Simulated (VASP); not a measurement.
Set up this calculation in VASP 6.6.1, as the native input.

| Quantity | Value |
| --- | --- |
| Task | single point |
| Functional | PBE |
| Potentials or basis | VASP PAW PBE potentials, release 64 (Mg, O) |
| Cutoff | 520 eV |
| k mesh | 8 × 8 × 8 |
| Occupations | fermi-dirac, width 0.05 eV |
| Spin | no spin polarisation |
| Dipole correction | no |
| Further INCAR settings | ALGO = Normal; EDIFF = 1e-07; NBANDS = 11 |

The structure of MgO lies in POSCAR:

```
MgO
1.0
    0.0000000000      2.0970013927      2.0970013927
    2.0970013927      0.0000000000      2.0970013927
    2.0970013927      2.0970013927      0.0000000000
Mg O
1 1
Direct
    0.0000000000      0.0000000000      0.0000000000
    0.5000000000      0.5000000000      0.5000000000
```

The input as run:

INCAR

```
PREC = Accurate
ENCUT = 520
EDIFF = 1E-7
ISMEAR = -1
SIGMA = 0.05
LREAL = F
LASPH = T
NELM = 60
ALGO = Normal
ISIF = 2
LWAVE = F
LCHARG = F
GGA = PE
NBANDS = 11
```

KPOINTS

```
Automatic mesh
0
Gamma
  8 8 8
```

Potentials or basis: VASP PAW PBE potentials, release 64 (Mg, O).

Command:

```bash
$ cat potpaw_PBE.64/Mg/POTCAR potpaw_PBE.64/O/POTCAR > POTCAR
$ mpirun -np 1 vasp_std > vasp.out
```

Results of the run:

* Pressure: 6.2 GPa
* Band gap on the k mesh: 4.85 eV, direct

It took 11 s on 1 thread of Intel Xeon 6975P-C, on a shared host, peak memory 0.14 GiB.
